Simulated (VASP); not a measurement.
ScSn3Se, 5 atoms in the cell. It takes space group Pm-3m (No. 221, cubic). Conventional cell: a = 5.440 Å, b = 5.440 Å, c = 5.440 Å, α = 90.00°, β = 90.00°, γ = 90.00°. Within 3.6 Å of Sc (site symmetry m-3m) lie 6 Sn at 2.72 Å. Within 3.6 Å of Sn (site symmetry 4/mmm) lie 2 Sc at 2.72 Å. Se (site symmetry m-3m) has 12 Sn at 3.85 Å and 8 Sc at 4.71 Å within 5.1 Å. 

| Property | Result |
| --- | --- |
| Program | VASP 6.6.1 |
| Task | relaxation of cell and atoms |
| Functional | PBE |
| Potentials or basis | VASP PAW PBE potentials, release 64 (Sc_sv, Sn_d, Se) |
| Cutoff | 600 eV |
| k mesh | 4 × 4 × 4 |
| Occupations | gaussian, width 0.1 eV |
| Spin | no spin polarisation |
| Dipole correction | no |
| Further INCAR settings | ALGO = Normal; EDIFF = 1e-07; IBRION = 2; EDIFFG = -0.04; NSW = 90; ISIF = 3 |

Potentials or basis: VASP PAW PBE potentials, release 64 (Sc_sv, Sn_d, Se).

Launch:

```console
$ cat potpaw_PBE.64/Sc_sv/POTCAR potpaw_PBE.64/Sn_d/POTCAR potpaw_PBE.64/Se/POTCAR > POTCAR
$ mpirun -np 1 vasp_std > vasp.out
```

Hardware: 1 thread of Intel(R) Xeon(R) 6975P-C (Granite Rapids) (shared host).

Question: Estimate the wall time of this run.

Answer: It took 85 s on 1 thread of Intel(R) Xeon(R) 6975P-C (Granite Rapids), with other jobs on the host, peak memory 0.36 GiB. Counts: scf iterations 27, k points 10, ion steps 2.
